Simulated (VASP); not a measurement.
# Sn4Se3 (I-43d) in VASP: relaxation of cell and atoms with PBE

Aim: the relaxation of cell and atoms of Sn4Se3 with PBE.

All numbers are computed with VASP 6.6.1; they aren't measurements. Logs are shortened: lines on timing, memory, paths and dates and some standing lists are left out, and cuts for length are marked.

## (1) The cell of the first run

The structure is cubic, space group I-43d (No. 220). Conventional cell: a = 9.090 Å, b = 9.090 Å, c = 9.090 Å, α = 90.00°, β = 90.00°, γ = 90.00°. Sn (site symmetry 3) has 6 Se at 3.02 to 3.28 Å and 5 Sn at 3.51 to 3.94 Å within 4.0 Å. Se (site symmetry -4) has 8 Sn at 3.02 to 3.28 Å within 4.0 Å.

## (2) Relaxation of cell and atoms, PBE

File INCAR:

```
SYSTEM = Sn4Se3
ALGO = Fast
EDIFF = 1E-6
EDIFFG = -0.08
ENCUT = 600
GGA = PE
IBRION = 2
ISIF = 3
ISMEAR = 0
LASPH = .True.
LCHARG = .False.
LREAL = .False.
LWAVE = .False.
NELM = 100
NSW = 36
PREC = Accurate
SIGMA = 0.2
```

File KPOINTS:

```
k-points
0
Gamma
  3 3 3
  0 0 0
```

File POSCAR:

```
Sn4Se3
1.0
   -4.5450000000      4.5450000000      4.5450000000
    4.5450000000     -4.5450000000      4.5450000000
    4.5450000000      4.5450000000     -4.5450000000
Sn Se
8 6
Direct
    0.5000000000      0.0000000000      0.8600000000
    0.8600000000      0.5000000000      0.0000000000
    0.1400000000      0.1400000000      0.1400000000
    0.0000000000      0.8600000000      0.5000000000
    0.3600000000      0.5000000000      0.0000000000
    0.6400000000      0.6400000000      0.6400000000
    0.0000000000      0.3600000000      0.5000000000
    0.5000000000      0.0000000000      0.3600000000
    0.6250000000      0.3750000000      0.2500000000
    0.1250000000      0.7500000000      0.8750000000
    0.7500000000      0.8750000000      0.1250000000
    0.8750000000      0.1250000000      0.7500000000
    0.2500000000      0.6250000000      0.3750000000
    0.3750000000      0.2500000000      0.6250000000
```

Potentials or basis: VASP PAW PBE potentials, release 64 (Sn_d, Se).

Launch:

```bash
cat potpaw_PBE.64/Sn_d/POTCAR potpaw_PBE.64/Se/POTCAR > POTCAR
mpirun -np 1 vasp_std > vasp.out
```

OUTCAR:

```text
SYSTEM = Sn4Se3
   EDIFF = 1E-6
   EDIFFG = -0.08
   ENCUT = 600
   GGA = PE
   IBRION = 2
   ISIF = 3
   ISMEAR = 0
   LASPH = .True.
   LREAL = .False.
   NELM = 100
   NSW = 36
   PREC = Accurate

 ion  position               nearest neighbor table
   1  0.500  0.000  0.860-   9 3.02  11 3.02  10 3.02   6 3.51   2 3.51   4 3.51
   2  0.860  0.500  0.000-  12 3.02  13 3.02  10 3.02   6 3.51   4 3.51   1 3.51
   3  0.140  0.140  0.140-  11 3.02  10 3.02  12 3.02   5 3.51   7 3.51   8 3.51
   4  0.000  0.860  0.500-  14 3.02  12 3.02  11 3.02   6 3.51   1 3.51   2 3.51
   5  0.360  0.500  0.000-  11 3.02   9 3.02  14 3.02   8 3.51   3 3.51   7 3.51
   6  0.640  0.640  0.640-  14 3.02  13 3.02   9 3.02   1 3.51   2 3.51   4 3.51
   7  0.000  0.360  0.500-   9 3.02  10 3.02  13 3.02   5 3.51   3 3.51   8 3.51
   8  0.500  0.000  0.360-  12 3.02  14 3.02  13 3.02   7 3.51   3 3.51   5 3.51
   9  0.625  0.375  0.250-   1 3.02   5 3.02   6 3.02   7 3.02
  10  0.125  0.750  0.875-   3 3.02   7 3.02   1 3.02   2 3.02
  11  0.750  0.875  0.125-   3 3.02   5 3.02   4 3.02   1 3.02
  12  0.875  0.125  0.750-   2 3.02   3 3.02   4 3.02   8 3.02
  13  0.250  0.625  0.375-   2 3.02   6 3.02   7 3.02   8 3.02
  14  0.375  0.250  0.625-   4 3.02   6 3.02   5 3.02   8 3.02

  LATTYP: Found a body centered cubic cell.
 ALAT       =     9.0900000000

  Lattice vectors:

 A1 = (  -4.5450000000,   4.5450000000,   4.5450000000)
 A2 = (   4.5450000000,  -4.5450000000,   4.5450000000)
 A3 = (   4.5450000000,   4.5450000000,  -4.5450000000)

Analysis of symmetry for initial positions (statically):
=====================================================================
 Subroutine PRICEL returns:
 Original cell was already a primitive cell.

 Routine SETGRP: Setting up the symmetry group for a
 body centered cubic supercell.

 Subroutine GETGRP returns: Found 24 space group operations
 (whereof  3 operations were pure point group operations)
 out of a pool of 48 trial point group operations.

The static configuration has the point symmetry C_3 .
 The point group associated with its full space group is T_d .

Analysis of symmetry for dynamics (positions and initial velocities):
=====================================================================
 Subroutine PRICEL returns:
 Original cell was already a primitive cell.

 Routine SETGRP: Setting up the symmetry group for a
 body centered cubic supercell.

 Subroutine GETGRP returns: Found 24 space group operations
 (whereof  3 operations were pure point group operations)
 out of a pool of 48 trial point group operations.

The dynamic configuration has the point symmetry C_3 .
 The point group associated with its full space group is T_d .

 Subroutine INISYM returns: Found 24 space group operations
 (whereof  3 operations are pure point group operations),
 and found     1 'primitive' translations

----------------------------------------------------------------------------------------

                                     Primitive cell

  volume of cell :     375.5447

  direct lattice vectors                    reciprocal lattice vectors
    -4.545000000  4.545000000  4.545000000     0.000000000  0.110011001  0.110011001
     4.545000000 -4.545000000  4.545000000     0.110011001  0.000000000  0.110011001
     4.545000000  4.545000000 -4.545000000     0.110011001  0.110011001  0.000000000

  length of vectors
     7.872170920  7.872170920  7.872170920     0.155579050  0.155579050  0.155579050

  position of ions in fractional coordinates (direct lattice)
     0.500000000  0.000000000  0.860000000
     0.860000000  0.500000000  0.000000000
     0.140000000  0.140000000  0.140000000
     0.000000000  0.860000000  0.500000000
     0.360000000  0.500000000  0.000000000
     0.640000000  0.640000000  0.640000000
     0.000000000  0.360000000  0.500000000
     0.500000000  0.000000000  0.360000000
     0.625000000  0.375000000  0.250000000
     0.125000000  0.750000000  0.875000000
     0.750000000  0.875000000  0.125000000
     0.875000000  0.125000000  0.750000000
     0.250000000  0.625000000  0.375000000
     0.375000000  0.250000000  0.625000000

  ion indices of the primitive-cell ions
   primitive index   ion index
                 1           1
                 2           2
                 3           3
                 4           4
                 5           5
                 6           6
                 7           7
                 8           8
                 9           9
                10          10
                11          11
                12          12
                13          13
                14          14

----------------------------------------------------------------------------------------

 KPOINTS: k-points

Automatic generation of k-mesh.
 Grid dimensions read from file:
 generate k-points for:    3    3    3

 Generating k-lattice:

  Cartesian coordinates                     Fractional coordinates (reciprocal lattice)
     0.000000000  0.036670334  0.036670334     0.333333333  0.000000000  0.000000000
     0.036670334  0.000000000  0.036670334     0.000000000  0.333333333  0.000000000
     0.036670334  0.036670334  0.000000000     0.000000000  0.000000000  0.333333333

  Length of vectors
     0.051859683  0.051859683  0.051859683

  Shift w.r.t. Gamma in fractional coordinates (k-lattice)
     0.000000000  0.000000000  0.000000000

 Subroutine IBZKPT returns following result:
 ===========================================

 Found      4 irreducible k-points:

 Following reciprocal coordinates:
            Coordinates               Weight
  0.000000  0.000000  0.000000      1.000000
  0.333333  0.000000  0.000000     12.000000
  0.333333  0.333333  0.000000      8.000000
 -0.333333  0.333333  0.333333      6.000000
   k-points           NKPTS =      4   k-points in BZ     NKDIM =      4   number of bands    NBANDS=     88
   number of dos      NEDOS =    301   number of ions     NIONS =     14
   total plane-waves  NPLWV = 262144
   dimension x,y,z NGX =    64 NGY =   64 NGZ =   64
   dimension x,y,z NGXF=   128 NGYF=  128 NGZF=  128
   ions per type =               8   6
   NGX,Y,Z   is equivalent  to a cutoff of  13.52, 13.52, 13.52 a.u.
   NGXF,Y,Z  is equivalent  to a cutoff of  27.03, 27.03, 27.03 a.u.
 SYSTEM =  Sn4Se3
   PREC   = accura    normal or accurate (medium, high low for compatibility)
   ISTART =      0    job   : 0-new  1-cont  2-samecut
   ICHARG =      2    charge: 1-file 2-atom 10-const
   ISPIN  =      1    spin polarized calculation?
   LNONCOLLINEAR =      F non collinear calculations
   LSORBIT =      F    spin-orbit coupling
   LASPH  =      T    aspherical Exc in radial PAW
   ENCUT  =  600.0 eV  44.10 Ry    6.64 a.u.  15.72 15.72 15.72*2*pi/ulx,y,z
   NELM   =    100;   NELMIN=  2; NELMDL= -5     # of ELM steps
   EDIFF  = 0.1E-05   stopping-criterion for ELM
   LREAL  =      F    real-space projection
   EDIFFG = -.8E-01   stopping-criterion for IOM
   NSW    =     36    number of steps for IOM
   IBRION =      2    ionic relax: 0-MD 1-quasi-New 2-CG
   NFREE  =      1    steps in history (QN), initial steepest desc. (CG)
   ISIF   =      3    stress and relaxation
   ISYM   =      2    0-nonsym 1-usesym 2-fastsym
   POTIM  = 0.5000    time-step for ionic-motion
   TEBEG  =    0.0;   TEEND  =   0.0 temperature during run
   PSTRESS=    0.0 pullay stress
   NELECT =     148.0000    total number of electrons
   NUPDOWN=      -1.0000    fix difference up-down
   EMIN   =  10.00;   EMAX   =-10.00  energy-range for DOS
   EFERMI =   0.00;   METHOD = LEGACY
   ISMEAR =     0;   SIGMA  =   0.20  broadening in eV -4-tet -1-fermi 0-gaus
   EFERMI_NEDOS =   21; number of points for ismear=-14 and -15
   IALGO  =     68    algorithm
   IMIX   =      4    mixing-type and parameters
     AMIX     =   0.40;   BMIX     =  1.00
     AMIX_MAG =   1.60;   BMIX_MAG =  1.00
  volume/ion in A,a.u.               =      26.82       181.02
  Fermi-wavevector in a.u.,A,eV,Ry     =   1.200259  2.268160 19.600837  1.440621
  Thomas-Fermi vector in A             =   2.336099
   LORBIT       =      0    0 simple, 1 ext, 2 COOP (PROOUT), +10 PAW based schemes
   GGA     = PE    functional components
   LHFCALC =     F    Hartree Fock is set to
   AEXX    =    0.0000 exact exchange contribution
   IVDW    =     0    specifies the selected vdW correction
   LEPSILON=     F    determine dielectric tensor
   LRPA    =     F    only Hartree local field effects (RPA)
 conjugate gradient relaxation of ions
 non-spin polarized calculation
 RMM-DIIS sequential band-by-band and
 Gauss-broadening in eV      SIGMA  =   0.20
  energy-cutoff  :      600.00
  volume of cell :      375.54
 maximum number of plane-waves:     12588
   NGX = 31   NGY = 31   NGZ = 31

 number of electron     147.9999946 magnetization

 Free energy of the ion-electron system (eV)
  ---------------------------------------------------
  ext. energy  EPLUGINS =         0.00000000
  ---------------------------------------------------
  free energy    TOTEN  =       -54.48443557 eV

  energy without entropy =      -54.35522600  energy(sigma->0) =      -54.41983079

 E-fermi :   6.4664     XC(G=0):  -9.8631

 val. band max:        6.3464822323   @ k =  -0.3333   0.3333   0.3333
 cond. band min:       6.5022885258   @ k =   0.3333   0.3333   0.0000
 fundamental gap:      0.1558062934
 Fermi energy:         6.4664477238

 k-point     1 :       0.0000    0.0000    0.0000
  band No.  band energies     occupation
      1     -15.4954      2.00000
      2     -15.4954      2.00000
      3     -15.4917      2.00000
      4     -15.4917      2.00000
      5     -15.4890      2.00000
      6     -15.4890      2.00000
[... 345 lines left out ...]
     85       9.2436      0.00000
     86       9.3842      0.00000
 [bands above 86 left out]

------------------------ aborting loop because EDIFF is reached ----------------------------------------

  FORCE on cell =-STRESS in cart. coord.  units (eV):
  Direction    XX          YY          ZZ          XY          YZ          ZX
  --------------------------------------------------------------------------------------
  -------------------------------------------------------------------------------------
  Total        0.6086024      0.6086024      0.6086024      0.0000000     -0.0000000      0.0000000
  in kB        2.5964656      2.5964656      2.5964656      0.0000000     -0.0000000      0.0000000
  external PRESSURE =       2.5964656 kB  Pullay stress =       0.0000000 kB

 VOLUME and BASIS-vectors are now :
 -----------------------------------------------------------------------------
  energy-cutoff  :      600.00
  volume of cell :      375.54
      direct lattice vectors                 reciprocal lattice vectors
    -4.545000000  4.545000000  4.545000000     0.000000000  0.110011001  0.110011001
     4.545000000 -4.545000000  4.545000000     0.110011001  0.000000000  0.110011001
     4.545000000  4.545000000 -4.545000000     0.110011001  0.110011001  0.000000000

 POSITION                                       TOTAL-FORCE (eV/Angst)
 -----------------------------------------------------------------------------------
      1.63620      6.18120     -1.63620         0.025132      0.025132     -0.025132
     -1.63620      1.63620      6.18120        -0.025132      0.025132      0.025132
      0.63630      0.63630      0.63630        -0.025132     -0.025132     -0.025132
      6.18120     -1.63620      1.63620         0.025132     -0.025132      0.025132
      0.63630     -0.63630      3.90870        -0.025132      0.025132      0.025132
      2.90880      2.90880      2.90880        -0.025132     -0.025132     -0.025132
      3.90870      0.63630     -0.63630         0.025132     -0.025132      0.025132
     -0.63630      3.90870      0.63630         0.025132      0.025132     -0.025132
     -0.00000      2.27250      3.40875        -0.000000     -0.000000      0.000000
      6.81750      1.13625      0.00000        -0.000000     -0.000000      0.000000
      1.13625      0.00000      6.81750        -0.000000     -0.000000      0.000000
      0.00000      6.81750      1.13625        -0.000000     -0.000000      0.000000
      3.40875     -0.00000      2.27250        -0.000000     -0.000000      0.000000
      2.27250      3.40875      0.00000        -0.000000     -0.000000      0.000000
 -----------------------------------------------------------------------------------
    total drift:                               -0.000000     -0.000000     -0.000000

  FREE ENERGIE OF THE ION-ELECTRON SYSTEM (eV)
  ---------------------------------------------------
  free  energy   TOTEN  =       -54.4844355690 eV

  energy  without entropy=      -54.3552260037  energy(sigma->0) =      -54.41983079

 reached required accuracy - stopping structural energy minimisation
```

It took 6.2 min on 1 thread of Oxide Virtual Turin-like, shared host; peak memory 0.56 GiB.

What came out:

| Item | Value |
| --- | --- |
| Free energy | -54.4844 eV |
| Pressure after relaxing | 0.3 GPa |
| Largest force after relaxing | 0.044 eV/Å |
| Band gap on the k mesh | zero (bands 74 and 75 overlap by 0.25 eV) |

Forces in eV/Å, atoms in the order of the input:
```
Sn   0.025  0.025 -0.025
Sn  -0.025  0.025  0.025
Sn  -0.025 -0.025 -0.025
Sn   0.025 -0.025  0.025
Sn  -0.025  0.025  0.025
Sn  -0.025 -0.025 -0.025
Sn   0.025 -0.025  0.025
Sn   0.025  0.025 -0.025
Se   0.000  0.000  0.000
Se   0.000  0.000  0.000
Se   0.000  0.000  0.000
Se   0.000  0.000  0.000
Se   0.000  0.000  0.000
Se   0.000  0.000  0.000
```

Final structure:
```yaml
crystal:
  lattice:
    - [-4.54500, 4.54500, 4.54500]
    - [4.54500, -4.54500, 4.54500]
    - [4.54500, 4.54500, -4.54500]
  atoms:
    - { symbol: Sn, position: [0.50000, 0.00000, 0.86000] }
    - { symbol: Sn, position: [0.86000, 0.50000, 0.00000] }
    - { symbol: Sn, position: [0.14000, 0.14000, 0.14000] }
    - { symbol: Sn, position: [0.00000, 0.86000, 0.50000] }
    - { symbol: Sn, position: [0.36000, 0.50000, 0.00000] }
    - { symbol: Sn, position: [0.64000, 0.64000, 0.64000] }
    - { symbol: Sn, position: [0.00000, 0.36000, 0.50000] }
    - { symbol: Sn, position: [0.50000, 0.00000, 0.36000] }
    - { symbol: Se, position: [0.62500, 0.37500, 0.25000] }
    - { symbol: Se, position: [0.12500, 0.75000, 0.87500] }
    - { symbol: Se, position: [0.75000, 0.87500, 0.12500] }
    - { symbol: Se, position: [0.87500, 0.12500, 0.75000] }
    - { symbol: Se, position: [0.25000, 0.62500, 0.37500] }
    - { symbol: Se, position: [0.37500, 0.25000, 0.62500] }
```

Caveat: the relaxation stopped at its first step, so nothing moved; semilocal functionals underestimate gaps, and a narrow one can read as zero; spin-orbit coupling is left out, which moves the levels of the heavy elements; the relaxation stopped at a loose force limit of 0.08 eV/Å, so its end isn't a converged minimum.

The gap in the log of VASP goes by the Fermi energy; the results here count the filled bands.